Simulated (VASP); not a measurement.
# Sc18Pt in VASP: further runs, part 2 of 2

VASP 6.6.1. Earlier steps stand in the parts before.

## (3) Single point, PBE+D3(BJ)

INCAR reads:

```
SYSTEM = Sc18Pt
  PREC = Accurate
  ENCUT = 520
  EDIFF = 1E-7
  ISMEAR = -1
  SIGMA = 0.05
  LREAL = Auto
  LASPH = .True.
  NELM = 60
  ALGO = Normal
  ISIF = 2
  LWAVE = .False.
  LCHARG = .False.
  GGA = PE
  IVDW = 12
  NBANDS = 119
```

KPOINTS reads:

```
regular mesh
0
Gamma
  3 2 1
  0 0 0
```

POSCAR reads:

```
Sc18Pt
1.0
    6.6200000000      0.0000000000      0.0000000000
    4.9650000000      8.5996320000      0.0000000000
    0.0000000000      0.0000000000     16.2761400000
Sc Pt
18 1
Direct
    0.0000000000      0.0000000000      0.0614396288
    0.5000000000      0.0000000000      0.0614396288
    0.0000000000      0.3333333333      0.0614396288
    0.5000000000      0.3333333333      0.0614396288
    0.0000000000      0.6666666667      0.0614396288
    0.5000000000      0.6666666667      0.0614396288
   -0.1555416420      0.2201258147      0.2149093704
    0.3346892126      0.2231336178      0.2090464938
   -0.1652946597      0.5529818020      0.2184868771
    0.3312154188      0.5579891093      0.2109287583
   -0.1669111773      0.8895816705      0.2132506233
    0.3248807888      0.8886791900      0.2138094782
   -0.0373425604      0.0109244210      0.3774828061
    0.4935952907     -0.0062859667      0.3593911701
    0.0317666423      0.3234666321      0.3784381923
    0.5046697261      0.3419676563      0.3583589844
    0.0033941619      0.6686543099      0.3658215646
    0.4950810974      0.6673734411      0.3691898693
    0.4528976654      0.1842842810      0.4679481130
```

Potentials or basis: VASP PAW PBE potentials, release 64 (Sc_sv, Pt).

The run is started by

```sh
> cat potpaw_PBE.64/Sc_sv/POTCAR potpaw_PBE.64/Pt/POTCAR > POTCAR
> mpirun -np 1 vasp_std > vasp.out
```

OUTCAR:

```text
SYSTEM = Sc18Pt
   PREC = Accurate
   ENCUT = 520
   EDIFF = 1E-7
   ISMEAR = -1
   LREAL = Auto
   LASPH = .True.
   NELM = 60
   ISIF = 2
   GGA = PE
   IVDW = 12
 IVDW          = 12

 ion  position               nearest neighbor table
   1  0.000  0.000  0.061-  12 3.10  11 3.12   7 3.13   5 3.31   3 3.31   6 3.31   4 3.31   2 3.31
                             2 3.31
   2  0.500  0.000  0.061-   8 3.07  11 3.12  12 3.16   6 3.31   4 3.31   5 3.31   3 3.31   1 3.31
                             1 3.31
   3  0.000  0.333  0.061-   8 3.07   7 3.12   9 3.18   1 3.31   2 3.31   6 3.31   5 3.31   4 3.31
                             4 3.31
   4  0.500  0.333  0.061-   8 3.06  10 3.11   7 3.18   2 3.31   1 3.31   5 3.31   6 3.31   3 3.31
                             3 3.31
   5  0.000  0.667  0.061-  10 3.09  11 3.13   9 3.20   1 3.31   2 3.31   4 3.31   3 3.31   6 3.31
                             6 3.31
   6  0.500  0.667  0.061-  10 3.09  12 3.13   9 3.20   2 3.31   1 3.31   3 3.31   4 3.31   5 3.31
                             5 3.31
   7  0.844  0.220  0.215-  16 3.04   3 3.12   1 3.13   4 3.18  13 3.21  12 3.24   8 3.26   9 3.27
                            15 3.31  11 3.32   8 3.36  10 3.38
   8  0.335  0.223  0.209-   4 3.06   3 3.07   2 3.07  14 3.14  16 3.15  15 3.26   7 3.26   9 3.30
                            11 3.31  10 3.31  12 3.35   7 3.36
[... 720 lines left out ...]
    116       0.7926      0.00014
 [bands above 116 left out]

------------------------ aborting loop because EDIFF is reached ----------------------------------------

 Edisp (eV)   -5.37108

 E8    (eV) :    -2.6895

  FORCE on cell =-STRESS in cart. coord.  units (eV):
  Direction    XX          YY          ZZ          XY          YZ          ZX
  --------------------------------------------------------------------------------------
  -------------------------------------------------------------------------------------
  Total      -9.11722    -6.34950    -0.16474     1.81302     0.12256    -0.22069
  in kB     -15.76464   -10.97895    -0.28485     3.13490     0.21192    -0.38159
  external pressure =       -9.01 kB  Pullay stress =        0.00 kB

 VOLUME and BASIS-vectors are now :
 -----------------------------------------------------------------------------
  energy-cutoff  :      520.00
  volume of cell :      926.59
      direct lattice vectors                 reciprocal lattice vectors
     6.620000000  0.000000000  0.000000000     0.151057402 -0.087213034  0.000000000
     4.965000000  8.599632000  0.000000000     0.000000000  0.116284046  0.000000000
     0.000000000  0.000000000 16.276140000     0.000000000  0.000000000  0.061439629

 POSITION                                       TOTAL-FORCE (eV/Angst)
 -----------------------------------------------------------------------------------
      0.00000      0.00000      1.00000         0.026010     -0.008945     -0.015642
      3.31000      0.00000      1.00000        -0.075208     -0.030445     -0.018180
      1.65500      2.86654      1.00000        -0.007586      0.059888     -0.066677
      4.96500      2.86654      1.00000         0.086397      0.003758     -0.049014
      3.31000      5.73309      1.00000        -0.016835     -0.047629      0.066932
      6.62000      5.73309      1.00000         0.015043      0.008957      0.037464
[... 11 lines left out ...]
      6.59095      5.73917      6.00899         0.000852      0.002063      0.006224
      3.91315      1.58478      7.61639        -0.041072      0.023702      0.058212
 -----------------------------------------------------------------------------------
    total drift:                                0.001890     -0.003506     -0.002965

  FREE ENERGIE OF THE ION-ELECTRON SYSTEM (eV)
  ---------------------------------------------------
  free  energy   TOTEN  =      -116.8763234164 eV

  energy  without entropy=     -116.5476805334  energy(sigma->0) =     -116.71200197
```

OSZICAR:

```text
N       E                     dE             d eps       ncg     rms          rms(c)
DAV:   1     0.486254902931E+04    0.48625E+04   -0.88488E+04  1080   0.160E+03
DAV:   2     0.349534860838E+03   -0.45130E+04   -0.44683E+04  1312   0.751E+02
DAV:   3    -0.902326999609E+02   -0.43977E+03   -0.42315E+03  1576   0.362E+02
[... 23 lines left out ...]
DAV:  27    -0.111505243236E+03   -0.12185E-05   -0.46189E-06  1072   0.862E-03    0.243E-03
DAV:  28    -0.111505243772E+03   -0.53617E-06   -0.97861E-07   928   0.499E-03    0.153E-03
DAV:  29    -0.111505244179E+03   -0.40649E-06   -0.64520E-07   936   0.367E-03    0.751E-04
DAV:  30    -0.111505244371E+03   -0.19269E-06   -0.14825E-07   704   0.228E-03    0.475E-04
DAV:  31    -0.111505244426E+03   -0.54522E-07   -0.35836E-08   640   0.119E-03
   1 F= -.11687632E+03 E0= -.11671200E+03  d E =-.328643E+00
```

stdout:

```text
POSCAR found type information on POSCAR ScPt
 POSCAR found :  2 types and      19 ions
 scaLAPACK will be used
 LDA part: xc-table for (Slater+PW92), standard interpolation
 -----------------------------------------------------------------------------
|                                                                             |
|           W    W    AA    RRRRR   N    N  II  N    N   GGGG   !!!           |
|           W    W   A  A   R    R  NN   N  II  NN   N  G    G  !!!           |
|           W    W  A    A  R    R  N N  N  II  N N  N  G       !!!           |
|           W WW W  AAAAAA  RRRRR   N  N N  II  N  N N  G  GGG   !            |
|           WW  WW  A    A  R   R   N   NN  II  N   NN  G    G                |
|           W    W  A    A  R    R  N    N  II  N    N   GGGG   !!!           |
|                                                                             |
|     Your reciprocal lattice and k-lattice belong to different lattice       |
|     classes:                                                                |
|                                                                             |
|        The reciprocal lattice is simple monoclinic,                         |
|        whereas your k-lattice is hexagonal.                                 |
|                                                                             |
|     Results are often still useful ...                                      |
|                                                                             |
 -----------------------------------------------------------------------------

 POSCAR, INCAR and KPOINTS ok, starting setup
 FFT: planning ... GRIDC
 FFT: planning ... GRID_SOFT
 FFT: planning ... GRID
 WAVECAR not read
 entering main loop
```

Run time: 31 min. Hardware: 1 thread of Intel Xeon Platinum 8259CL at 2.50GHz (Skylake/Cascade Lake), shared host; peak memory 1.1 GiB.

Results:

| Property | Result |
| --- | --- |
| Free energy | -116.8763 eV |
| Largest force | 0.099 eV/Å |
| Band gap on the k mesh | zero (bands 104 and 105 overlap by 0.07 eV) |
| Dispersion energy per atom | -0.283 eV |

Forces on the atoms (eV/Å):
```
Sc   0.026 -0.009 -0.016
Sc  -0.075 -0.030 -0.018
Sc  -0.008  0.060 -0.067
Sc   0.086  0.004 -0.049
Sc  -0.017 -0.048  0.067
Sc   0.015  0.009  0.037
Sc   0.002 -0.001  0.000
Sc   0.000  0.000  0.002
Sc   0.000 -0.001 -0.001
Sc   0.001  0.000  0.001
Sc   0.002 -0.001  0.002
Sc   0.000  0.001  0.001
Sc   0.003 -0.001  0.007
Sc  -0.011 -0.029 -0.021
Sc  -0.004  0.002  0.003
Sc   0.019  0.020 -0.021
Sc   0.001 -0.001  0.010
Sc   0.001  0.002  0.006
Pt  -0.041  0.024  0.058
```

Caveat: the k points lie up to 0.37 Å⁻¹ apart; there is no dipole correction, which matters where the two faces differ; spin-orbit coupling is left out, which moves the levels of the heavy elements.
